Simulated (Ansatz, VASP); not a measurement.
## Na in VASP and in Ansatz

The input INCAR:

```
ALGO = Normal
EDIFF = 1E-8
ENCUT = 520
GGA = PE
ISIF = 2
ISMEAR = -1
ISYM = 0
LASPH = True
LCHARG = False
LEFG = True
LREAL = False
LWAVE = False
NBANDS = 10
NELM = 60
PREC = Accurate
SIGMA = 0.03
```

The input KPOINTS:

```
k-points
0
Gamma
  11 11 11
```

The input POSCAR:

```
Na
1.0
   -2.0746412990      2.0746412990      2.0746412990
    2.0746412990     -2.0746412990      2.0746412990
    2.0746412990      2.0746412990     -2.0746412990
Na
1
Direct
    0.0000000000      0.0000000000      0.0000000000
```

Input for Ansatz:

```yaml
crystal:
  lattice:
    - [-2.074641299, 2.074641299, 2.074641299]
    - [2.074641299, -2.074641299, 2.074641299]
    - [2.074641299, 2.074641299, -2.074641299]
  atoms:
    - { symbol: Na, position: [0.0, 0.0, 0.0] }
  symmetry: { detect: false }
kpoints:
  mp_grid: { grid: [11, 11, 11] }
scf:
  occupations: { method: fermi_dirac, width: 0.03 }
  lower_state_search: light
hamiltonian:
  xc: pbe
  pseudopotentials: { kind: paw, source: ansatz }
output:
  forces: true
  stress: true
  eigenvalues: true
  efg: { contact_densities: true }
  write_density: true
  write_potential: true
  elf: true
  volumetric_format: npy
```

Alike in both runs: task electric field gradients; functional PBE; k mesh 11 × 11 × 11; occupations fermi-dirac, width 0.03 eV; no spin polarisation.

```csv
,VASP,Ansatz
version,VASP 6.6.1,Ansatz 0.2.0
potentials or method,"VASP PAW PBE potentials, release 64 (Na_pv)","PAW with Ansatz's default frozen-core files, scalar-relativistic"
plane-wave cutoff (eV),520,700
valence electrons in the cell,7,9
```

|  | VASP | Ansatz | Ansatz less VASP |
| --- | --- | --- | --- |
| gap on the k mesh at the Fermi level (eV) | none | none | - |
| pressure (GPa) | 0.3 | 0.3 | +0.01 |

A gap of «none» marks a metal or a gap that the smearing closes. With one functional, cell and mesh, what is left measures potentials, basis and numerics. VASP's potentials hold 7 valence electrons a cell and Ansatz's 9, so a difference there can come from the potentials and not from the codes.
